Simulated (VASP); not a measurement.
# ZnS (I-4m2) in VASP: a series of runs

Runs on ZnS. Level: r2SCAN. Tasks: single point.

All numbers are computed with VASP 6.6.1; they aren't measurements. Logs are shortened: lines on timing, memory, paths and dates and some standing lists are left out, and cuts for length are marked.

**1. The cell of the first run**

The structure is tetragonal, space group I-4m2 (No. 119). Conventional cell: a = 3.887 Å, b = 3.887 Å, c = 5.258 Å, α = 90.00°, β = 90.00°, γ = 90.00°. Zn (site symmetry -4m2) has 4 S at 2.35 Å within 3.1 Å. S (site symmetry -4m2) has 4 Zn at 2.35 Å within 3.1 Å.

**2. Single point, r2SCAN (in-plane strain +0.02, then relaxed in part)**

The input, POSCAR:

```
ZnS
1.0
    2.7484072484      2.7484072484      0.0000000000
   -2.7484072484      2.7484072484      0.0000000000
    0.0000000000      2.7484072484      2.6290909991
Zn S
1 1
Direct
    0.7500000000      0.2500000000      0.5000000000
    0.0000000000      0.0000000000      0.0000000000
```

The input, INCAR.step1:

```
  PREC = Accurate
  ENCUT = 520
  ISMEAR = 0
  SIGMA = 0.01
  LREAL = False
  LASPH = True
  NELM = 80
  NBANDS = 16
  GGA = PE
  ALGO = Normal
  EDIFF = 1E-4
  LWAVE = True
  LCHARG = False
```

The input, INCAR.step2:

```
  PREC = Accurate
  ENCUT = 520
  EDIFF = 1E-6
  ISMEAR = 0
  SIGMA = 0.01
  LREAL = False
  LASPH = True
  NELM = 80
  ALGO = Normal
  ISIF = 2
  LWAVE = False
  LCHARG = False
  METAGGA = R2SCAN
  LMIXTAU = True
  NBANDS = 16
  ISTART = 1
```

The input, KPOINTS:

```
regular mesh
0
Gamma
  8 8 8
```

Potentials or basis: VASP PAW PBE potentials, release 64 (Zn, S).

Started as:

```console
cat potpaw_PBE.64/Zn/POTCAR potpaw_PBE.64/S/POTCAR > POTCAR
cp INCAR.step1 INCAR
mpirun -np 1 vasp_std > vasp.out
cp INCAR.step2 INCAR
mpirun -np 1 vasp_std > vasp.out
```

OUTCAR:

```text
PREC = Accurate
   ENCUT = 520
   EDIFF = 1E-6
   ISMEAR = 0
   LREAL = False
   LASPH = True
   NELM = 80
   ISIF = 2
   METAGGA = R2SCAN
   ISTART = 1

 ion  position               nearest neighbor table
   1  0.750  0.250  0.500-   2 2.35   2 2.35   2 2.35   2 2.35
   2  0.000  0.000  0.000-   1 2.35   1 2.35   1 2.35   1 2.35

  LATTYP: Found a body centered tetragonal cell.
 ALAT       =     3.8868348056
 C/A-ratio  =     1.3528184914

  Lattice vectors:

 A1 = (   2.7484072484,   0.0000000000,  -2.6290909991)
 A2 = (  -2.7484072484,   0.0000000000,  -2.6290909991)
 A3 = (   0.0000000000,   2.7484072484,   2.6290909991)

Analysis of symmetry for initial positions (statically):
=====================================================================
 Subroutine PRICEL returns:
 Original cell was already a primitive cell.

 Routine SETGRP: Setting up the symmetry group for a
 body centered tetragonal supercell.

 Subroutine GETGRP returns: Found  8 space group operations
 (whereof  8 operations were pure point group operations)
 out of a pool of 16 trial point group operations.

The static configuration has the point symmetry D_2d.

Analysis of symmetry for dynamics (positions and initial velocities):
=====================================================================
 Subroutine PRICEL returns:
 Original cell was already a primitive cell.

 Routine SETGRP: Setting up the symmetry group for a
 body centered tetragonal supercell.

 Subroutine GETGRP returns: Found  8 space group operations
 (whereof  8 operations were pure point group operations)
 out of a pool of 16 trial point group operations.

The dynamic configuration has the point symmetry D_2d.

 Subroutine INISYM returns: Found  8 space group operations
 (whereof  8 operations are pure point group operations),
 and found     1 'primitive' translations

----------------------------------------------------------------------------------------

                                     Primitive cell

  volume of cell :      39.7190

  direct lattice vectors                    reciprocal lattice vectors
     2.748407248  2.748407248  0.000000000     0.181923549  0.181923549 -0.190179800
    -2.748407248  2.748407248  0.000000000    -0.181923549  0.181923549 -0.190179800
     0.000000000  2.748407248  2.629090999     0.000000000  0.000000000  0.380359600

  length of vectors
     3.886834806  3.886834806  3.803401357     0.319938606  0.319938606  0.380359600

  position of ions in fractional coordinates (direct lattice)
     0.750000000  0.250000000  0.500000000
     0.000000000  0.000000000  0.000000000

  ion indices of the primitive-cell ions
   primitive index   ion index
                 1           1
                 2           2

----------------------------------------------------------------------------------------

 KPOINTS: regular mesh

Automatic generation of k-mesh.
 Grid dimensions read from file:
 generate k-points for:    8    8    8

 Generating k-lattice:

  Cartesian coordinates                     Fractional coordinates (reciprocal lattice)
     0.022740444  0.022740444 -0.023772475     0.125000000  0.000000000  0.000000000
    -0.022740444  0.022740444 -0.023772475     0.000000000  0.125000000  0.000000000
     0.000000000  0.000000000  0.047544950     0.000000000  0.000000000  0.125000000

  Length of vectors
     0.039992326  0.039992326  0.047544950

  Shift w.r.t. Gamma in fractional coordinates (k-lattice)
     0.000000000  0.000000000  0.000000000

 Subroutine IBZKPT returns following result:
 ===========================================

 Found     59 irreducible k-points:

 Following reciprocal coordinates:
            Coordinates               Weight
  0.000000  0.000000  0.000000      1.000000
  0.125000  0.000000  0.000000      8.000000
  0.250000  0.000000  0.000000      8.000000
  0.375000  0.000000  0.000000      8.000000
  0.500000  0.000000  0.000000      4.000000
  0.125000  0.125000  0.000000      8.000000
[... 16 lines left out ...]
  0.250000  0.000000  0.125000      4.000000
  0.375000  0.000000  0.125000      8.000000
 [... further k-points ...]
   k-points           NKPTS =     59   k-points in BZ     NKDIM =     59   number of bands    NBANDS=     16
   number of dos      NEDOS =    301   number of ions     NIONS =      2
   total plane-waves  NPLWV =  25200
   dimension x,y,z NGX =    30 NGY =   30 NGZ =   28
   dimension x,y,z NGXF=    60 NGYF=   60 NGZF=   56
   ions per type =               1   1
   NGX,Y,Z   is equivalent  to a cutoff of  12.83, 12.83, 12.24 a.u.
   NGXF,Y,Z  is equivalent  to a cutoff of  25.66, 25.66, 24.48 a.u.
 SYSTEM =  unknown system
   PREC   = accura    normal or accurate (medium, high low for compatibility)
   ISTART =      1    job   : 0-new  1-cont  2-samecut
   ICHARG =      0    charge: 1-file 2-atom 10-const
   ISPIN  =      1    spin polarized calculation?
   LNONCOLLINEAR =      F non collinear calculations
   LSORBIT =      F    spin-orbit coupling
   LASPH  =      T    aspherical Exc in radial PAW
   ENCUT  =  520.0 eV  38.22 Ry    6.18 a.u.   7.23  7.23  7.07*2*pi/ulx,y,z
   NELM   =     80;   NELMIN=  2; NELMDL=  0     # of ELM steps
   EDIFF  = 0.1E-05   stopping-criterion for ELM
   LREAL  =      F    real-space projection
   EDIFFG = 0.1E-04   stopping-criterion for IOM
   NSW    =      0    number of steps for IOM
   IBRION =     -1    ionic relax: 0-MD 1-quasi-New 2-CG
   NFREE  =      0    steps in history (QN), initial steepest desc. (CG)
   ISIF   =      2    stress and relaxation
   ISYM   =      2    0-nonsym 1-usesym 2-fastsym
   POTIM  = 0.5000    time-step for ionic-motion
   TEBEG  =    0.0;   TEEND  =   0.0 temperature during run
   PSTRESS=    0.0 pullay stress
   NELECT =      18.0000    total number of electrons
   NUPDOWN=      -1.0000    fix difference up-down
   EMIN   =  10.00;   EMAX   =-10.00  energy-range for DOS
   EFERMI =   0.00;   METHOD = LEGACY
   ISMEAR =     0;   SIGMA  =   0.01  broadening in eV -4-tet -1-fermi 0-gaus
   EFERMI_NEDOS =   21; number of points for ismear=-14 and -15
   IALGO  =     38    algorithm
   IMIX   =      4    mixing-type and parameters
     AMIX     =   0.40;   BMIX     =  1.00
     AMIX_MAG =   1.60;   BMIX_MAG =  1.00
  volume/ion in A,a.u.               =      19.86       134.02
  Fermi-wavevector in a.u.,A,eV,Ry     =   1.257476  2.376285 21.514160  1.581246
  Thomas-Fermi vector in A             =   2.391133
   LORBIT       =      0    0 simple, 1 ext, 2 COOP (PROOUT), +10 PAW based schemes
   METAGGA = R2SCAN    functional components
   LHFCALC =     F    Hartree Fock is set to
   AEXX    =    0.0000 exact exchange contribution
   IVDW    =     0    specifies the selected vdW correction
   LEPSILON=     F    determine dielectric tensor
   LRPA    =     F    only Hartree local field effects (RPA)
 non-spin polarized calculation
 Gauss-broadening in eV      SIGMA  =   0.01
  energy-cutoff  :      520.00
  volume of cell :       39.72
 maximum number of plane-waves:      1087
 NGX is ok and might be reduce to    30
   NGX = 15   NGY = 15   NGZ = 15

 number of electron      18.0000009 magnetization

 Free energy of the ion-electron system (eV)
  ---------------------------------------------------
  ext. energy  EPLUGINS =         0.00000000
  ---------------------------------------------------
  free energy    TOTEN  =       -18.85765311 eV

  energy without entropy =      -18.85765311  energy(sigma->0) =      -18.85765311

 E-fermi :   1.9620     XC(G=0): -10.2513

 val. band max:        1.8621053413   @ k =   0.0000   0.0000   0.0000
 cond. band min:       4.4037827888   @ k =   0.0000   0.0000   0.0000
 fundamental gap:      2.5416774475
 Fermi energy:         1.9620013320

 k-point     1 :       0.0000    0.0000    0.0000
  band No.  band energies     occupation
      1     -11.8548      2.00000
      2      -4.7104      2.00000
      3      -4.7103      2.00000
      4      -4.6861      2.00000
      5      -4.1733      2.00000
      6      -4.1630      2.00000
[... 8 lines left out ...]
     15      14.1689      0.00000
     16      14.4755      0.00000

 k-point     2 :       0.1250    0.0000    0.0000
  band No.  band energies     occupation
      1     -11.7366      2.00000
      2      -4.7027      2.00000
      3      -4.6897      2.00000
      4      -4.6670      2.00000
      5      -4.1734      2.00000
      6      -4.1658      2.00000
[... 8 lines left out ...]
     15      13.6656      0.00000
     16      15.1049      0.00000

 k-point     3 :       0.2500    0.0000    0.0000
  band No.  band energies     occupation
      1     -11.4286      2.00000
      2      -4.6500      2.00000
      3      -4.6448      2.00000
      4      -4.6131      2.00000
      5      -4.1666      2.00000
      6      -4.1658      2.00000
[... 8 lines left out ...]
     15      13.3064      0.00000
     16      14.6364      0.00000

 k-point     4 :       0.3750    0.0000    0.0000
  band No.  band energies     occupation
      1     -11.0801      2.00000
      2      -4.6094      2.00000
      3      -4.5789      2.00000
      4      -4.4122      2.00000
      5      -4.1550      2.00000
      6      -4.1440      2.00000
[... 8 lines left out ...]
     15      14.5319      0.00000
     16      14.5602      0.00000
[... 324 lines left out ...]
 k-point    22 :       0.0000    0.0000    0.1250
  band No.  band energies     occupation
      1     -11.6891      2.00000
      2      -4.7052      2.00000
      3      -4.6716      2.00000
      4      -4.6716      2.00000
      5      -4.1776      2.00000
      6      -4.1604      2.00000
[... 8 lines left out ...]
     15      13.9255      0.00000
     16      15.7571      0.00000

 k-point    23 :       0.2500    0.0000    0.1250
  band No.  band energies     occupation
      1     -11.5612      2.00000
      2      -4.6867      2.00000
      3      -4.6639      2.00000
      4      -4.6204      2.00000
      5      -4.1852      2.00000
      6      -4.1581      2.00000
[... 8 lines left out ...]
     15      13.5658      0.00000
     16      16.3040      0.00000

 k-point    24 :       0.3750    0.0000    0.1250
  band No.  band energies     occupation
      1     -11.2368      2.00000
      2      -4.6145      2.00000
      3      -4.5916      2.00000
      4      -4.5603      2.00000
      5      -4.1812      2.00000
      6      -4.1499      2.00000
[... 8 lines left out ...]
     15      14.5699      0.00000
     16      16.0926      0.00000

 [... further k-points ...]
[... 5 lines left out ...]
  --------------------------------------------------------------------------------------
  -------------------------------------------------------------------------------------
  Total       -0.4347761     -0.4347761      0.0052203      0.0000000      0.0000000      0.0000000
  in kB      -17.5379345    -17.5379345      0.2105759      0.0000000      0.0000000      0.0000000
  external PRESSURE =     -11.6217644 kB  Pullay stress =       0.0000000 kB

 VOLUME and BASIS-vectors are now :
 -----------------------------------------------------------------------------
  energy-cutoff  :      520.00
  volume of cell :       39.72
      direct lattice vectors                 reciprocal lattice vectors
     2.748407248  2.748407248  0.000000000     0.181923549  0.181923549 -0.190179800
    -2.748407248  2.748407248  0.000000000    -0.181923549  0.181923549 -0.190179800
     0.000000000  2.748407248  2.629090999     0.000000000  0.000000000  0.380359600

 POSITION                                       TOTAL-FORCE (eV/Angst)
 -----------------------------------------------------------------------------------
      1.37420      4.12261      1.31455         0.000000      0.000000      0.000000
      0.00000      0.00000      0.00000        -0.000000     -0.000000      0.000000
 -----------------------------------------------------------------------------------
    total drift:                                0.000635      0.000000     -0.000000

  FREE ENERGIE OF THE ION-ELECTRON SYSTEM (eV)
  ---------------------------------------------------
  free  energy   TOTEN  =       -18.8576531091 eV

  energy  without entropy=      -18.8576531091  energy(sigma->0) =      -18.85765311
```

Wall time 81 s (1 thread of AMD EPYC 9R45 (Zen 5), shared host); peak memory 0.16 GiB.

Results:

| Quantity | Value |
| --- | --- |
| Free energy | -18.8577 eV |
| Pressure | -1.2 GPa |
| Band gap on the k mesh | 2.54 eV, direct |

Levels at points of the mesh, in eV from the valence-band top:
```csv
k point,band 6,band 7,band 8,band 9,band 10,band 11,band 12,band 13
"(0.00, 0.00, 0.00)",-6.03,-0.15,-0.15,0.00,2.54,6.82,6.83,6.83
"(0.50, 0.00, 0.00)",-5.84,-5.43,-1.09,-0.85,3.68,7.11,7.54,9.31
"(0.50, 0.50, 0.00)",-5.84,-4.76,-2.31,-2.21,3.73,4.55,11.42,12.45
"(0.00, 0.00, 0.50)",-5.77,-4.50,-2.50,-2.50,3.50,4.09,11.95,12.61
```

Caveat: the cell differs from its parent crystal (in-plane strain +0.02, then relaxed in part); the PAW data sets were made with another functional, which shifts forces and pressure a little.

**3. Single point, r2SCAN (film at in-plane strain +0.02)**

POSCAR is that of step 2.

The input, INCAR.step1:

```
SYSTEM = ZnS
PREC = Accurate
ENCUT = 520
ISMEAR = 0
SIGMA = 0.01
LREAL = .False.
LASPH = .True.
NELM = 60
NBANDS = 16
GGA = PE
ALGO = Normal
EDIFF = 1E-4
LWAVE = .True.
LCHARG = .False.
```

The input, INCAR.step2:

```
SYSTEM = ZnS
PREC = Accurate
ENCUT = 520
EDIFF = 1E-6
ISMEAR = 0
SIGMA = 0.01
LREAL = .False.
LASPH = .True.
NELM = 60
ALGO = Normal
ISIF = 2
LWAVE = .False.
LCHARG = .False.
METAGGA = R2SCAN
LMIXTAU = .True.
NBANDS = 16
ISTART = 1
```

The input, KPOINTS:

```
Automatic mesh
0
Gamma
  8 8 8
  0 0 0
```

Potentials or basis: VASP PAW PBE potentials, release 64 (Zn, S).

Started as:

```console
cat potpaw_PBE.64/Zn/POTCAR potpaw_PBE.64/S/POTCAR > POTCAR
cp INCAR.step1 INCAR
mpirun -np 1 vasp_std > vasp.out
cp INCAR.step2 INCAR
mpirun -np 1 vasp_std > vasp.out
```

It took 80 s on 1 thread of AMD EPYC 9R45 (Zen 5), shared host; peak memory 0.16 GiB.

The run converged. Its results:

| Quantity | Value |
| --- | --- |
| Free energy | -18.8577 eV |
| Pressure | -1.2 GPa |
| Band gap on the k mesh | 2.54 eV, direct |

Stress tensor (GPa, compression positive):
```
-1.75  0.00  0.00
 0.00 -1.75  0.00
 0.00  0.00  0.02
```

Levels at points of the mesh, in eV from the valence-band top:
```csv
k point,band 5,band 6,band 7,band 8,band 9,band 10,band 11,band 12,band 13,band 14
"(0.00, 0.00, 0.00)",-6.04,-6.03,-0.15,-0.15,0.00,2.54,6.82,6.83,6.83,11.83
"(0.50, 0.00, 0.00)",-5.99,-5.84,-5.43,-1.09,-0.85,3.68,7.11,7.54,9.31,12.69
"(0.50, 0.50, 0.00)",-5.96,-5.84,-4.76,-2.31,-2.21,3.73,4.55,11.42,12.45,12.78
"(0.00, 0.00, 0.50)",-5.95,-5.77,-4.50,-2.50,-2.50,3.50,4.09,11.95,12.61,12.61
```

Caveat: the cell differs from its parent crystal (film at in-plane strain +0.02); the PAW data sets were made with another functional, which shifts forces and pressure a little.
